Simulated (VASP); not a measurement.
# Sr (P6_3/mmc) in VASP: a series of runs, part 3 of 3

VASP 6.6.1. Earlier steps stand in the parts before.

## Step 6: Relaxation of cell and atoms, PBE, target pressure 24 GPa, at which the enthalpy is minimised

This run uses another cell than the first one: it holds 2 atoms, not 4.

Contents of INCAR:

```
SYSTEM = Sr
PREC = Accurate ; ENCUT = 600
EDIFF = 1E-6 ; ISMEAR = -1
SIGMA = 0.08 ; LREAL = .False.
LASPH = .True. ; NELM = 60
ALGO = Normal ; ISIF = 3
LWAVE = .False. ; LCHARG = .False.
GGA = PE ; IBRION = 2
NSW = 60 ; EDIFFG = -0.005
PSTRESS = 240.0
```

Contents of KPOINTS:

```
regular mesh
0
Gamma
  13 13 7
  0 0 0
```

Contents of POSCAR:

```
Sr
1.0
    3.3681951432      0.0000000000      0.0000000000
   -1.6840975716      2.9169425589      0.0000000000
    0.0000000000      0.0000000000      5.4564761320
Sr
2
Direct
    0.3333333333      0.6666666667      0.2500000000
    0.6666666667      0.3333333333      0.7500000000
```

Potentials or basis: VASP PAW PBE potentials, release 64 (Sr_sv).

Started as:

```console
cat potpaw_PBE.64/Sr_sv/POTCAR > POTCAR
mpirun -np 1 vasp_std > vasp.out
```

OUTCAR:

```text
SYSTEM = Sr
   PREC = Accurate
   ENCUT = 600
   EDIFF = 1E-6
   ISMEAR = -1
   LREAL = .False.
   LASPH = .True.
   NELM = 60
   ISIF = 3
   GGA = PE
   IBRION = 2
   NSW = 60
   EDIFFG = -0.005
   PSTRESS = 240.0

 ion  position               nearest neighbor table
   1  0.333  0.667  0.250-   2 3.35   2 3.35   2 3.35   2 3.35   2 3.35   2 3.35   2 4.75   2 4.75
                             2 4.75   2 4.75   2 4.75   2 4.75
   2  0.667  0.333  0.750-   1 3.35   1 3.35   1 3.35   1 3.35   1 3.35   1 3.35   1 4.75   1 4.75
                             1 4.75   1 4.75   1 4.75   1 4.75

  LATTYP: Found a hexagonal cell.
 ALAT       =     3.3681951432
 C/A-ratio  =     1.6200000000

  Lattice vectors:

 A1 = (   3.3681951432,   0.0000000000,   0.0000000000)
 A2 = (  -1.6840975716,   2.9169425589,   0.0000000000)
 A3 = (   0.0000000000,   0.0000000000,   5.4564761320)

Analysis of symmetry for initial positions (statically):
=====================================================================
 Subroutine PRICEL returns:
 Original cell was already a primitive cell.

 Routine SETGRP: Setting up the symmetry group for a
 hexagonal supercell.

 Subroutine GETGRP returns: Found 24 space group operations
 (whereof 12 operations were pure point group operations)
 out of a pool of 24 trial point group operations.

The static configuration has the point symmetry D_3d.
 The point group associated with its full space group is D_6h.

Analysis of symmetry for dynamics (positions and initial velocities):
=====================================================================
 Subroutine PRICEL returns:
 Original cell was already a primitive cell.

 Routine SETGRP: Setting up the symmetry group for a
 hexagonal supercell.

 Subroutine GETGRP returns: Found 24 space group operations
 (whereof 12 operations were pure point group operations)
 out of a pool of 24 trial point group operations.

The dynamic configuration has the point symmetry D_3d.
 The point group associated with its full space group is D_6h.

[... 129 lines left out ...]
 conjugate gradient relaxation of ions
 non-spin polarized calculation
  energy-cutoff  :      600.00
  volume of cell :       53.61
 maximum number of plane-waves:      1808
 NGX is ok and might be reduce to    28

--------------------------------------- Ionic step        1  -------------------------------------------

 number of electron      20.0000000 magnetization

 Free energy of the ion-electron system (eV)
  ---------------------------------------------------
  ext. energy  EPLUGINS =         0.00000000
  ---------------------------------------------------
  free energy    TOTEN  =        -0.68485232 eV

  energy without entropy =       -0.64764292  energy(sigma->0) =       -0.66624762

------------------------ aborting loop because EDIFF is reached ----------------------------------------

  FORCE on cell =-STRESS in cart. coord.  units (eV):
  Direction    XX          YY          ZZ          XY          YZ          ZX
  --------------------------------------------------------------------------------------
  -------------------------------------------------------------------------------------
  Total        7.7994272      7.7994272      7.8661098      0.0000000     -0.0000000      0.0000000
  in kB      233.0965848    233.0965848    235.0894838      0.0000000     -0.0000000      0.0000000
  external PRESSURE =      -6.2391155 kB  Pullay stress =     240.0000000 kB
[... 25 lines left out ...]
--------------------------------------- Ionic step        2  -------------------------------------------

 number of electron      20.0000000 magnetization

 E-fermi :   4.8079     XC(G=0): -10.0001

 val. band max:        4.8044011461   @ k =   0.3846  -0.0000   0.1429
 cond. band min:       4.8211043556   @ k =   0.3846   0.0769   0.1429
 fundamental gap:      0.0167032095
 Fermi energy:         4.8078882149

 k-point     1 :       0.0000    0.0000    0.0000
  band No.  band energies     occupation
      1     -30.8682      2.00000
      2     -30.5541      2.00000
      3     -13.8846      2.00000
      4     -12.2314      2.00000
      5     -12.2314      2.00000
      6     -11.9999      2.00000
      7     -11.9999      2.00000
      8     -11.9841      2.00000
      9       0.7960      2.00000
     10       3.2741      2.00000
     11       7.6423      0.00000
     12       7.8263      0.00000
     13       7.8263      0.00000
     14       7.9351      0.00000
[... 504 lines left out ...]
--------------------------------------- Ionic step        5  -------------------------------------------

 number of electron      20.0000000 magnetization

 Free energy of the ion-electron system (eV)
  ---------------------------------------------------
  ext. energy  EPLUGINS =         0.00000000
  ---------------------------------------------------
  free energy    TOTEN  =        -0.60939708 eV

  energy without entropy =       -0.57260748  energy(sigma->0) =       -0.59100228

 E-fermi :   4.7728     XC(G=0):  -9.9764

 val. band max:        4.7701850438   @ k =   0.3077   0.3077   0.4286
 cond. band min:       4.7850360515   @ k =   0.3846   0.0769   0.1429
 fundamental gap:      0.0148510077
 Fermi energy:         4.7727805498

 k-point     1 :       0.0000    0.0000    0.0000
  band No.  band energies     occupation
      1     -30.8992      2.00000
      2     -30.5912      2.00000
      3     -13.9039      2.00000
      4     -12.2746      2.00000
      5     -12.2746      2.00000
      6     -12.0460      2.00000
      7     -12.0460      2.00000
      8     -12.0298      2.00000
      9       0.7575      2.00000
     10       3.2462      2.00000
     11       7.5731      0.00000
     12       7.7897      0.00000
     13       7.7897      0.00000
     14       7.9006      0.00000
[... 424 lines left out ...]
  energy  without entropy=       -0.5726074763  energy(sigma->0) =       -0.59100228

  enthalpy is  TOTEN    =         7.3445111884 eV   P V=        7.9539082724

 reached required accuracy - stopping structural energy minimisation
```

CONTCAR:

```text
Sr
   1.00000000000000
     3.3558702079915266   -0.0000000000000000    0.0000000000000000
    -1.6779351039957633    2.9062688518996231    0.0000000000000000
     0.0000000000000000   -0.0000000000000000    5.4442614841050698
  Sr
     2
Direct
     0.3333333332999970    0.6666666667000030    0.2500000000000000
     0.6666666667000030    0.3333333332999970    0.7500000000000000

  0.00000000E+00  0.00000000E+00  0.00000000E+00
  0.00000000E+00  0.00000000E+00  0.00000000E+00
```

Wall time 2.6 min (1 thread of Intel Xeon Platinum 8375C at 2.90GHz (Ice Lake), shared host); peak memory 0.23 GiB.

Results:

| Quantity | Value |
| --- | --- |
| Free energy | -0.6094 eV |
| Relaxed volume | 26.55 Å³/atom |
| Relaxed cell | a = 3.356 Å, b = 3.356 Å, c = 5.444 Å, α = 90.00°, β = 90.00°, γ = 120.00° |
| Space group after relaxing (to 0.05 Å) | P6_3/mmc (No. 194) |
| Energy change on relaxing (the enthalpy is what falls) | +37.7 meV/atom |
| Ionic steps | 5 |
| Pressure after relaxing | 24.0 GPa |
| Band gap on the k mesh | zero (band 10 reaches 5.21 eV, above the bottom of band 11 at 4.07 eV) |

Step by step:
```csv
step,energy change (eV),largest force (eV/Å),pressure (GPa),volume (Å³)
1,0.0000,0.0000,23.38,53.61
2,0.1200,0.0000,24.32,52.80
3,0.0775,0.0000,24.01,53.08
4,0.0760,0.0000,24.00,53.09
5,0.0755,0.0000,23.99,53.10
```

Final structure:
```yaml
crystal:
  lattice:
    - [3.35587, 0.00000, 0.00000]
    - [-1.67794, 2.90627, 0.00000]
    - [0.00000, 0.00000, 5.44426]
  atoms:
    - { symbol: Sr, position: [0.33333, 0.66667, 0.25000] }
    - { symbol: Sr, position: [0.66667, 0.33333, 0.75000] }
```

Levels at points of the mesh, in eV from the Fermi level:
```csv
k point,band 7,band 8,band 9,band 10,band 11,band 12,band 13,band 14
"(0.00, 0.00, 0.00)",-16.82,-16.80,-4.02,-1.53,2.80,3.02,3.02,3.13
```

Caveat: the cell is relaxed towards a set pressure, so the enthalpy falls and the energy may rise.

## Step 7: The runs side by side

```csv
task,cell,k mesh,cutoff (eV),gap on the mesh (eV),pressure (GPa)
single point,"a = 3.359, b = 3.359, c = 10.912 Å, angles 90.0, 90.0, 120.0°, 4 atoms",8 × 8 × 5,520,none,24.2
single point,"a = 3.352, b = 3.352, c = 10.924 Å, angles 90.0, 90.0, 120.0°, 4 atoms",11 × 11 × 3,520,none,24.2
relaxation of cell and atoms,"relaxed to 24 GPa from a = 3.351, b = 3.351, c = 5.436 Å, angles 90.0, 90.0, 120.0°, 2 atoms",13 × 13 × 7,600,none,24.0
relaxation of cell and atoms,"relaxed to 24 GPa from a = 3.368, b = 3.368, c = 5.456 Å, angles 90.0, 90.0, 120.0°, 2 atoms",13 × 13 × 7,600,none,24.0
```

Alike in all rows: level PBE; potentials or basis VASP PAW PBE potentials, release 64 (Sr_sv); no spin polarisation; smearing fermi-dirac 0.08 eV.

Caveats: the cell is relaxed towards a set pressure, so the enthalpy falls and the energy may rise (some runs).

Absolute energies hang on the potentials; compare differences alone.
